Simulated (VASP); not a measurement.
# MgO in VASP: further runs

Aim: see how the results for MgO move with the level of theory and the settings. Levels: r2SCAN, HSE06, PBE. Tasks: single point.

All numbers are computed with VASP 6.6.1; they aren't measurements. Logs are shortened: lines on timing, memory, paths and dates and some standing lists are left out, and cuts for length are marked.

## Step 1: The cell of the first run

It takes space group I4/mmm (No. 139, tetragonal). Conventional cell: a = 2.973 Å, b = 2.973 Å, c = 4.373 Å, α = 90.00°, β = 90.00°, γ = 90.00°. Within 2.8 Å of Mg (site symmetry 4/mmm) lie 6 O at 2.10 to 2.19 Å. O (site symmetry 4/mmm) has 6 Mg at 2.10 to 2.19 Å within 2.8 Å.

## Step 2: Single point, r2SCAN (uniaxial z strain +4.0%)

Contents of POSCAR:

```
MgO
1.0
    0.0000000000      2.1021674155      2.1862541121
    2.1021674155      0.0000000000      2.1862541121
    2.1021674155      2.1021674155      0.0000000000
Mg O
1 1
Direct
    0.0000000000      0.0000000000      0.0000000000
    0.5000000000      0.5000000000      0.5000000000
```

Contents of INCAR.step1:

```
PREC = Accurate
ENCUT = 520
ISMEAR = 0
SIGMA = 0.01
LREAL = False
LASPH = True
NELM = 100
NBANDS = 11
GGA = PE
ALGO = Normal
EDIFF = 1E-4
LWAVE = True
LCHARG = False
```

Contents of INCAR.step2:

```
PREC = Accurate
ENCUT = 520
EDIFF = 1E-6
ISMEAR = 0
SIGMA = 0.01
LREAL = False
LASPH = True
NELM = 100
ALGO = Normal
ISIF = 2
LWAVE = False
LCHARG = False
METAGGA = R2SCAN
LMIXTAU = True
NBANDS = 11
ISTART = 1
```

Contents of KPOINTS:

```
Automatic mesh
0
Gamma
  10 10 10
```

Potentials or basis: VASP PAW PBE potentials, release 64 (Mg, O).

On the command line:

```bash
$ cat potpaw_PBE.64/Mg/POTCAR potpaw_PBE.64/O/POTCAR > POTCAR
$ cp INCAR.step1 INCAR
$ mpirun -np 1 vasp_std > vasp.out
$ cp INCAR.step2 INCAR
$ mpirun -np 1 vasp_std > vasp.out
```

OUTCAR:

```text
PREC = Accurate
   ENCUT = 520
   EDIFF = 1E-6
   ISMEAR = 0
   LREAL = False
   LASPH = True
   NELM = 100
   ISIF = 2
   METAGGA = R2SCAN
   ISTART = 1

 ion  position               nearest neighbor table
   1  0.000  0.000  0.000-   2 2.10   2 2.10   2 2.10   2 2.10   2 2.19   2 2.19
   2  0.500  0.500  0.500-   1 2.10   1 2.10   1 2.10   1 2.10   1 2.19   1 2.19

  LATTYP: Found a body centered tetragonal cell.
 ALAT       =     2.9729136694
 C/A-ratio  =     1.4707821049

  Lattice vectors:

 A1 = (  -2.1021674155,   0.0000000000,   2.1862541121)
 A2 = (   2.1021674155,   0.0000000000,   2.1862541121)
 A3 = (   0.0000000000,   2.1021674155,  -2.1862541121)

Analysis of symmetry for initial positions (statically):
=====================================================================
 Subroutine PRICEL returns:
 Original cell was already a primitive cell.

 Routine SETGRP: Setting up the symmetry group for a
 body centered tetragonal supercell.

 Subroutine GETGRP returns: Found 16 space group operations
 (whereof 16 operations were pure point group operations)
 out of a pool of 16 trial point group operations.

The static configuration has the point symmetry D_4h.

Analysis of symmetry for dynamics (positions and initial velocities):
=====================================================================
 Subroutine PRICEL returns:
 Original cell was already a primitive cell.

 Routine SETGRP: Setting up the symmetry group for a
 body centered tetragonal supercell.

 Subroutine GETGRP returns: Found 16 space group operations
 (whereof 16 operations were pure point group operations)
 out of a pool of 16 trial point group operations.

The dynamic configuration has the point symmetry D_4h.

 Subroutine INISYM returns: Found 16 space group operations
 (whereof 16 operations are pure point group operations),
 and found     1 'primitive' translations

----------------------------------------------------------------------------------------

                                     Primitive cell

  volume of cell :      19.3226

  direct lattice vectors                    reciprocal lattice vectors
     0.000000000  2.102167415  2.186254112    -0.237849753  0.237849753  0.228701685
     2.102167415  0.000000000  2.186254112     0.237849753 -0.237849753  0.228701685
     2.102167415  2.102167415  0.000000000     0.237849753  0.237849753 -0.228701685

  length of vectors
     3.032954811  3.032954811  2.972913669     0.406754804  0.406754804  0.406754804

  position of ions in fractional coordinates (direct lattice)
[... 83 lines left out ...]
   IBRION =     -1    ionic relax: 0-MD 1-quasi-New 2-CG
   NFREE  =      0    steps in history (QN), initial steepest desc. (CG)
   ISIF   =      2    stress and relaxation
   ISYM   =      2    0-nonsym 1-usesym 2-fastsym
   POTIM  = 0.5000    time-step for ionic-motion
   TEBEG  =    0.0;   TEEND  =   0.0 temperature during run
   PSTRESS=    0.0 pullay stress
   NELECT =       8.0000    total number of electrons
   NUPDOWN=      -1.0000    fix difference up-down
   EMIN   =  10.00;   EMAX   =-10.00  energy-range for DOS
   EFERMI =   0.00;   METHOD = LEGACY
   ISMEAR =     0;   SIGMA  =   0.01  broadening in eV -4-tet -1-fermi 0-gaus
   EFERMI_NEDOS =   21; number of points for ismear=-14 and -15
   IALGO  =     38    algorithm
   IMIX   =      4    mixing-type and parameters
     AMIX     =   0.40;   BMIX     =  1.00
     AMIX_MAG =   1.60;   BMIX_MAG =  1.00
  volume/ion in A,a.u.               =       9.66        65.20
  Fermi-wavevector in a.u.,A,eV,Ry     =   1.220159  2.305766 20.256189  1.488788
  Thomas-Fermi vector in A             =   2.355386
   LORBIT       =      0    0 simple, 1 ext, 2 COOP (PROOUT), +10 PAW based schemes
   METAGGA = R2SCAN    functional components
   LHFCALC =     F    Hartree Fock is set to
   AEXX    =    0.0000 exact exchange contribution
   IVDW    =     0    specifies the selected vdW correction
   LEPSILON=     F    determine dielectric tensor
   LRPA    =     F    only Hartree local field effects (RPA)
 non-spin polarized calculation
 Gauss-broadening in eV      SIGMA  =   0.01
  energy-cutoff  :      520.00
  volume of cell :       19.32
 maximum number of plane-waves:       544
   NGX = 11   NGY = 11   NGZ = 11

 number of electron       8.0000002 magnetization

 Free energy of the ion-electron system (eV)
  ---------------------------------------------------
  ext. energy  EPLUGINS =         0.00000000
  ---------------------------------------------------
  free energy    TOTEN  =       -16.13249548 eV

  energy without entropy =      -16.13249548  energy(sigma->0) =      -16.13249548

 E-fermi :   2.6428     XC(G=0): -11.4202

 val. band max:        2.5836120088   @ k =   0.0000   0.0000   0.0000
 cond. band min:       7.7908510951   @ k =   0.0000   0.0000   0.0000
 fundamental gap:      5.2072390863
 Fermi energy:         2.6428449934

 k-point     1 :       0.0000    0.0000    0.0000
  band No.  band energies     occupation
      1     -15.5039      2.00000
      2       2.5016      2.00000
      3       2.5016      2.00000
      4       2.5836      2.00000
      5       7.7909      0.00000
      6      18.9087      0.00000
      7      19.3208      0.00000
      8      19.3208      0.00000
      9      23.2353      0.00000
     10      24.3329      0.00000
     11      25.6021      0.00000
[... 309 lines left out ...]
 k-point    24 :       0.4000    0.3000    0.0000
  band No.  band energies     occupation
      1     -14.4294      2.00000
      2      -0.9513      2.00000
      3       1.3143      2.00000
      4       1.5488      2.00000
      5      12.7941      0.00000
      6      13.7690      0.00000
      7      16.5900      0.00000
      8      21.8529      0.00000
      9      21.9932      0.00000
     10      28.7151      0.00000
     11      29.9354      0.00000

 [... further k-points ...]
[... 5 lines left out ...]
  --------------------------------------------------------------------------------------
  -------------------------------------------------------------------------------------
  Total       -0.5573506     -0.5573506     -1.3020636      0.0000000      0.0000000     -0.0000000
  in kB      -46.2140275    -46.2140275   -107.9636490      0.0000000      0.0000000     -0.0000000
  external PRESSURE =     -66.7972347 kB  Pullay stress =       0.0000000 kB

 VOLUME and BASIS-vectors are now :
 -----------------------------------------------------------------------------
  energy-cutoff  :      520.00
  volume of cell :       19.32
      direct lattice vectors                 reciprocal lattice vectors
     0.000000000  2.102167415  2.186254112    -0.237849753  0.237849753  0.228701685
     2.102167415  0.000000000  2.186254112     0.237849753 -0.237849753  0.228701685
     2.102167415  2.102167415  0.000000000     0.237849753  0.237849753 -0.228701685

 POSITION                                       TOTAL-FORCE (eV/Angst)
 -----------------------------------------------------------------------------------
      0.00000      0.00000      0.00000        -0.000000      0.000000      0.000000
      2.10217      2.10217      2.18625         0.000000      0.000000      0.000000
 -----------------------------------------------------------------------------------
    total drift:                               -0.000000     -0.000000      0.000000

  FREE ENERGIE OF THE ION-ELECTRON SYSTEM (eV)
  ---------------------------------------------------
  free  energy   TOTEN  =       -16.1324954838 eV

  energy  without entropy=      -16.1324954838  energy(sigma->0) =      -16.13249548
```

OUTCAR.step1:

```text
PREC = Accurate
   ENCUT = 520
   ISMEAR = 0
   LREAL = False
   LASPH = True
[... 558 lines left out ...]
      0.00000      0.00000      0.00000         0.000000      0.000000      0.000000
      2.10217      2.10217      2.18625        -0.000000     -0.000000      0.000000
 -----------------------------------------------------------------------------------
    total drift:                               -0.000000     -0.000000      0.000000

  FREE ENERGIE OF THE ION-ELECTRON SYSTEM (eV)
  ---------------------------------------------------
  free  energy   TOTEN  =       -11.9010263597 eV

  energy  without entropy=      -11.9010263597  energy(sigma->0) =      -11.90102636
```

Run time: 52 s. Hardware: 1 thread of Intel Xeon Platinum 8259CL at 2.50GHz (Skylake/Cascade Lake), shared host; peak memory 0.16 GiB.

Results:

```
Free energy            : -16.1325 eV
Pressure               : -6.7 GPa
Band gap on the k mesh : 5.21 eV
```

Stress tensor (GPa, compression positive):
```
 -4.62   0.00   0.00
  0.00  -4.62   0.00
  0.00   0.00 -10.80
```

Caveat: the cell differs from its parent crystal (uniaxial z strain +4.0%); the cell stands under tension; the PAW data sets were made with another functional, which shifts forces and pressure a little.

## Step 3: Single point, HSE06

This run uses another cell than the first one, of 9.29 Å³/atom.

Contents of POSCAR:

```
MgO
1.0
    0.0000000000      2.1021674155      2.1021674155
    2.1021674155      0.0000000000      2.1021674155
    2.1021674155      2.1021674155      0.0000000000
Mg O
1 1
Direct
    0.0000000000      0.0000000000      0.0000000000
    0.5000000000      0.5000000000      0.5000000000
```

Contents of INCAR.step1:

```
PREC = Accurate ; ENCUT = 520
EDIFF = 1E-5 ; ISMEAR = 0
SIGMA = 0.01 ; LREAL = F
LASPH = T ; NELM = 100
ALGO = Normal ; ISIF = 2
LWAVE = T ; LCHARG = F
GGA = PE ; NBANDS = 11
```

Contents of INCAR.step2:

```
PREC = Accurate ; ENCUT = 520
EDIFF = 1E-6 ; ISMEAR = 0
SIGMA = 0.01 ; LREAL = F
LASPH = T ; NELM = 100
ALGO = Normal ; ISIF = 2
LWAVE = F ; LCHARG = F
GGA = PE ; LHFCALC = T
HFSCREEN = 0.2079 ; PRECFOCK = Normal
ISTART = 1 ; NBANDS = 11
```

Contents of KPOINTS:

```
Automatic mesh
0
Gamma
  8 8 8
```

Potentials or basis: VASP PAW PBE potentials, release 64 (Mg, O).

On the command line:

```bash
$ cat potpaw_PBE.64/Mg/POTCAR potpaw_PBE.64/O/POTCAR > POTCAR
$ cp INCAR.step1 INCAR
$ mpirun -np 1 vasp_std > vasp.out
$ cp INCAR.step2 INCAR
$ mpirun -np 1 vasp_std > vasp.out
```

It took 37 min on 1 thread of Intel Xeon Platinum 8259CL at 2.50GHz (Skylake/Cascade Lake), shared host; peak memory 0.26 GiB.

It converged, with:

```
Free energy            : -14.2102 eV
Pressure               : -0.6 GPa
Band gap on the k mesh : 6.50 eV
```

Levels at points of the mesh, in eV from the valence-band top:
| k point | band 1 | band 2 | band 3 | band 4 | band 5 | band 6 | band 7 | band 8 | band 9 |
| --- | --- | --- | --- | --- | --- | --- | --- | --- | --- |
| (0.00, 0.00, 0.00) | -18.85 | 0.00 | 0.00 | 0.00 | 6.50 | 17.78 | 17.78 | 17.78 | 21.73 |
| (0.50, 0.00, 0.00) | -17.49 | -4.95 | -0.72 | -0.72 | 9.71 | 14.93 | 18.38 | 18.38 | 23.12 |
| (0.50, 0.50, 0.00) | -17.21 | -4.41 | -1.48 | -1.48 | 10.86 | 11.91 | 15.42 | 21.46 | 21.46 |

Caveat: the PAW data sets were made with another functional, which shifts forces and pressure a little.

## Step 4: Single point, PBE (uniaxial z strain -1.0%)

Contents of INCAR:

```
PREC = Accurate ; ENCUT = 520
EDIFF = 1E-6 ; ISMEAR = -1
SIGMA = 0.02 ; LREAL = False
LASPH = True ; NELM = 80
ALGO = Normal ; ISIF = 2
LWAVE = False ; LCHARG = False
GGA = PE ; NBANDS = 11
```

Contents of KPOINTS:

```
Automatic mesh
0
Gamma
  10 10 10
```

Contents of POSCAR:

```
MgO
1.0
    0.0000000000      2.1021674155      2.0811457413
    2.1021674155      0.0000000000      2.0811457413
    2.1021674155      2.1021674155      0.0000000000
Mg O
1 1
Direct
    0.0000000000      0.0000000000      0.0000000000
    0.5000000000      0.5000000000      0.5000000000
```

On the command line:

```bash
$ cat potpaw_PBE.64/Mg/POTCAR potpaw_PBE.64/O/POTCAR > POTCAR
$ mpirun -np 1 vasp_std > vasp.out
```

It took 8 s on 1 thread of Intel Xeon Platinum 8559C (Emerald Rapids), shared host; peak memory 0.15 GiB.

It converged, with:

| Property | Result |
| --- | --- |
| Free energy | -11.8947 eV |
| Pressure | 6.7 GPa |
| Band gap on the k mesh | 4.87 eV |

Stress tensor (GPa, compression positive):
```
5.90 0.00 0.00
0.00 5.90 0.00
0.00 0.00 8.27
```

Levels at points of the mesh, in eV from the valence-band top:
| k point | band 1 | band 2 | band 3 | band 4 | band 5 | band 6 | band 7 | band 8 |
| --- | --- | --- | --- | --- | --- | --- | --- | --- |
| (0.00, 0.00, 0.00) | -17.35 | -0.02 | 0.00 | 0.00 | 4.87 | 15.85 | 15.85 | 15.95 |
| (0.50, 0.00, 0.00) | -16.03 | -4.69 | -0.69 | -0.67 | 7.99 | 12.78 | 16.35 | 16.58 |
| (0.50, 0.50, 0.00) | -15.74 | -4.13 | -1.41 | -1.41 | 9.06 | 10.12 | 13.35 | 19.13 |
| (0.50, 0.00, 0.50) | -15.77 | -4.17 | -1.39 | -1.33 | 9.17 | 10.14 | 13.21 | 19.15 |

Caveat: the cell differs from its parent crystal (uniaxial z strain -1.0%); the cell stands under pressure.

## Step 5: Single point, PBE (uniaxial z strain +1.0%)

Contents of INCAR:

```
SYSTEM = MgO
PREC = Accurate
ENCUT = 520
EDIFF = 1E-6
ISMEAR = -1
SIGMA = 0.02
LREAL = .FALSE.
LASPH = .TRUE.
NELM = 80
ALGO = Normal
ISIF = 2
LWAVE = .FALSE.
LCHARG = .FALSE.
GGA = PE
NBANDS = 11
```

Contents of KPOINTS:

```
Automatic mesh
0
G
  10 10 10
  0 0 0
```

Contents of POSCAR:

```
MgO
1.0
    0.0000000000      2.1021674155      2.1231890896
    2.1021674155      0.0000000000      2.1231890896
    2.1021674155      2.1021674155      0.0000000000
Mg O
1 1
Direct
    0.0000000000      0.0000000000      0.0000000000
    0.5000000000      0.5000000000      0.5000000000
```

On the command line:

```bash
$ cat potpaw_PBE.64/Mg/POTCAR potpaw_PBE.64/O/POTCAR > POTCAR
$ mpirun -np 1 vasp_std > vasp.out
```

It took 7.9 s on 1 thread of Intel Xeon Platinum 8559C (Emerald Rapids), shared host; peak memory 0.15 GiB.

Results (log left out):

```yaml
Free_energy: -11.9067 eV
Pressure: 3.2 GPa
Band_gap_on_the_k_mesh: 4.67 eV
```

Stress tensor (GPa, compression positive):
```
3.91 0.00 0.00
0.00 3.91 0.00
0.00 0.00 1.89
```

Levels at points of the mesh, in eV from the valence-band top:
```
           k point  band 2  band 3  band 4  band 5  band 6  band 7
(0.00, 0.00, 0.00)   -0.02   -0.02    0.00    4.67   15.69   15.80
(0.50, 0.00, 0.00)   -4.61   -0.67   -0.65    7.85   12.54   16.14
(0.50, 0.50, 0.00)   -4.10   -1.33   -1.33    9.17    9.92   12.95
(0.50, 0.00, 0.50)   -4.07   -1.40   -1.34    9.07    9.90   13.08
```

Caveat: the cell differs from its parent crystal (uniaxial z strain +1.0%); the cell stands under pressure.

## Step 6: Overview

| level | cell | k mesh | smearing | grid for exact exchange (PRECFOCK) | share of exact exchange | screening parameter | gap on the mesh (eV) | pressure (GPa) |
| --- | --- | --- | --- | --- | --- | --- | --- | --- |
| r2SCAN | a = 3.033, b = 3.033, c = 2.973 Å, angles 60.7, 60.7, 58.7°, 2 atoms | 10 × 10 × 10 | gaussian 0.01 eV | - | - | - | 5.21 | -6.7 |
| HSE06 | a = 2.973 Å, angles 60.0°, 2 atoms | 8 × 8 × 8 | gaussian 0.01 eV | Normal | 0.25 | 0.2079 1/Å | 6.50 | -0.6 |
| PBE | a = 2.958, b = 2.958, c = 2.973 Å, angles 59.8, 59.8, 60.3°, 2 atoms | 10 × 10 × 10 | fermi-dirac 0.02 eV | - | - | - | 4.87 | 6.7 |
| PBE | a = 2.988, b = 2.988, c = 2.973 Å, angles 60.2, 60.2, 59.7°, 2 atoms | 10 × 10 × 10 | fermi-dirac 0.02 eV | - | - | - | 4.67 | 3.2 |

Alike in all rows: task single point; potentials or basis VASP PAW PBE potentials, release 64 (Mg, O); no spin polarisation; cutoff (eV) 520.

Caveats: the PAW data sets were made with another functional, which shifts forces and pressure a little (at least some runs); the cell stands under pressure (at least some runs); the cell stands under tension (at least some runs).

Total energies depend on the potentials used, so only differences within one code and one set of settings carry meaning.
